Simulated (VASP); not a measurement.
Set up this calculation in VASP 6.6.1, as the native input.

* Task: single point
* Functional: PBE
* Potentials or basis: VASP PAW PBE potentials, release 64 (K_sv, W_sv, F)
* Cutoff: 520 eV
* k mesh: 4 × 4 × 4
* Occupations: gaussian, width 0.1 eV
* Spin: collinear spin, ferromagnetic start
* Starting moments: [0.0, 0.0, 0.12, 0.0] μB
* Dipole correction: no
* Further INCAR settings: ALGO = Normal; EDIFF = 1e-06; NBANDS = 32

The structure of K2WF lies in POSCAR:

```
K2WF
1.0
    2.9368958882      0.0000000000      0.0000000000
    0.0000000000      2.9368958882      0.0000000000
    0.0000000000      0.0000000000     10.1681134667
K W F
2 1 1
Direct
    0.0000000000      0.5000000000      0.1892530781
    0.5000000000      0.0000000000      0.8107469219
    0.5000000000      0.5000000000      0.5000000000
    0.0000000000      0.0000000000      0.0000000000
```

One way to write it, as run:

INCAR

```
PREC     = Accurate       # precision mode
ENCUT    = 520            # plane-wave cutoff, eV
EDIFF    = 1E-6           # SCF threshold, eV
ISMEAR   = 0              # smearing method
SIGMA    = 0.1            # smearing width, eV
LREAL    = F              # projectors in reciprocal space
LASPH    = T              # aspherical terms in the spheres
NELM     = 150            # most SCF steps
ALGO     = Normal         # electronic algorithm
ISIF     = 2              # what is computed and relaxed
LWAVE    = F              # write WAVECAR
LCHARG   = F              # write CHGCAR
ISPIN    = 2              # spin polarisation
MAGMOM   = 0 0 0.12 0     # initial moments
LORBIT   = 11             # projections on sites
LMAXMIX  = 4              # l up to which the mixer works
GGA      = PE             # functional
NBANDS   = 32             # bands
```

KPOINTS

```
Automatic mesh
0
Gamma
  4 4 4
```

Potentials or basis: VASP PAW PBE potentials, release 64 (K_sv, W_sv, F).

Launch:

```sh
$ cat potpaw_PBE.64/K_sv/POTCAR potpaw_PBE.64/W_sv/POTCAR potpaw_PBE.64/F/POTCAR > POTCAR
$ mpirun -np 1 vasp_std > vasp.out
```

It gave:

```yaml
Pressure: 0.4 GPa
Largest_force: 0.040 eV/Å
Net_moment: 0.12 μB per cell
Site_moments: K -0.00; W +0.10; F -0.00 μB
Valence_electrons_inside_the_program's_atomic_spheres: K 7.63; W 11.66; F 6.11
```

Caveat: the k points lie up to 0.53 Å⁻¹ apart.

It used 260 s of CPU time on 1 thread of AMD EPYC 7R13 Processor (Zen 3), with other jobs on the host.
